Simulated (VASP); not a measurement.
## Al: single point with PBE+D3(BJ)

Al:

```
CELL_PARAMETERS angstrom
2.75510 0.00000 0.00000
-1.37755 2.38599 0.00000
0.00000 0.00000 9.80099
ATOMIC_POSITIONS crystal
Al 0.00000 0.00000 0.00000
Al 0.33333 0.66667 0.25000
Al 0.00000 0.00000 0.50000
Al 0.66667 0.33333 0.75000
```

This isn't the form of Al at room conditions, which is fcc.

```
Program                : VASP 6.6.1
Task                   : single point
Functional             : PBE
Dispersion             : D3(BJ)
Potentials or basis    : VASP PAW PBE potentials, release 64 (Al)
Cutoff                 : 520 eV
k mesh                 : 18 × 18 × 6
Occupations            : gaussian, width 0.15 eV
Spin                   : no spin polarisation
Dipole correction      : no
Further INCAR settings : ALGO = Normal; EDIFF = 1e-07; NBANDS = 14
```

| Property | Result |
| --- | --- |
| Pressure | -0.5 GPa |
| Band gap on the k mesh | zero (bands 6 and 7 overlap by 4.32 eV) |
| Dispersion energy per atom | -0.345 eV |

Stress tensor (GPa, compression positive):
```
 1.61  0.00  0.00
 0.00  1.61  0.00
 0.00  0.00 -4.67
```

Levels at points of the mesh, in eV from the Fermi level:
```csv
k point,band 3,band 4,band 5,band 6,band 7,band 8,band 9,band 10
"(0.00, 0.00, 0.00)",-9.74,-5.42,-5.07,1.99,1.99,10.86,11.91,12.24
"(0.50, 0.00, 0.00)",-3.81,-3.80,-3.09,-3.08,0.68,0.85,1.10,1.24
"(0.00, 0.00, 0.50)",-7.86,-7.86,-1.94,-1.94,6.49,6.49,12.47,12.47
"(0.50, 0.00, 0.50)",-4.53,-4.53,-1.88,-1.88,-1.23,-1.23,3.91,3.91
```

Run time: 56 s on 1 thread of Intel(R) Xeon(R) 6975P-C (Granite Rapids) (shared host), peak memory 0.25 GiB.

Caveat: the stress differs along the axes, from -5 to 2 GPa.
